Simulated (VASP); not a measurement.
Write the native input for VASP 6.6.1 that does the following.

* Task: single point
* Functional: r2SCAN
* Potentials or basis: VASP PAW PBE potentials, release 64 (Si, C)
* Cutoff: 520 eV
* k mesh: 8 × 8 × 3
* Occupations: gaussian, width 0.05 eV
* Spin: no spin polarisation
* Dipole correction: no
* Further INCAR settings: ALGO = Normal; EDIFF = 1e-07; NBANDS = 26

Crystal: SiC.

```
CELL_PARAMETERS angstrom
-3.07600 0.00000 0.00000
-1.53800 -2.66389 0.00000
0.00000 0.00000 10.34600
ATOMIC_POSITIONS crystal
Si 0.33333 0.33333 0.63795
Si 0.33333 0.33333 0.15003
Si 0.66667 0.66667 0.88191
Si 0.66667 0.66667 0.39399
C 0.33333 0.33333 0.82580
C 0.33333 0.33333 0.33788
C 0.66667 0.66667 0.09392
C 0.66667 0.66667 0.58184
```

These files were run (other wordings do the same):

POSCAR

```
SiC
1.0
   -3.0759982064      0.0000000000      0.0000000000
   -1.5379991032     -2.6638925888      0.0000000000
    0.0000000000      0.0000000000     10.3460000000
Si C
4 4
Direct
    0.3333333333      0.3333333333      0.6379528320
    0.3333333333      0.3333333333      0.1500347961
    0.6666666667      0.6666666667      0.8819118500
    0.6666666667      0.6666666667      0.3939938140
    0.3333333333      0.3333333333      0.8258012759
    0.3333333333      0.3333333333      0.3378832399
    0.6666666667      0.6666666667      0.0939242219
    0.6666666667      0.6666666667      0.5818422579
```

INCAR.step1

```
SYSTEM = SiC
PREC = Accurate
ENCUT = 520
ISMEAR = 0
SIGMA = 0.05
LREAL = .FALSE.
LASPH = .TRUE.
NELM = 100
NBANDS = 26
GGA = PE
ALGO = Normal
EDIFF = 1E-4
LWAVE = .TRUE.
LCHARG = .FALSE.
```

INCAR.step2

```
SYSTEM = SiC
PREC = Accurate
ENCUT = 520
EDIFF = 1E-7
ISMEAR = 0
SIGMA = 0.05
LREAL = .FALSE.
LASPH = .TRUE.
NELM = 100
ALGO = Normal
ISIF = 2
LWAVE = .FALSE.
LCHARG = .FALSE.
METAGGA = R2SCAN
LMIXTAU = .TRUE.
NBANDS = 26
ISTART = 1
```

KPOINTS

```
Automatic mesh
0
G
  8 8 3
  0 0 0
```

Potentials or basis: VASP PAW PBE potentials, release 64 (Si, C).

The run is started by

```sh
$ cat potpaw_PBE.64/Si/POTCAR potpaw_PBE.64/C/POTCAR > POTCAR
$ cp INCAR.step1 INCAR
$ mpirun -np 1 vasp_std > vasp.out
$ cp INCAR.step2 INCAR
$ mpirun -np 1 vasp_std > vasp.out
```

Results of the run:

* Pressure: -3.2 GPa
* Largest force: 2.310 eV/Å
* Band gap on the k mesh: 3.02 eV

Caveat: the PAW data sets were made with another functional, which shifts forces and pressure a little.

It took 110 s on 1 thread of Intel(R) Xeon(R) 6975P-C (Granite Rapids), with other jobs on the host, peak memory 0.22 GiB.
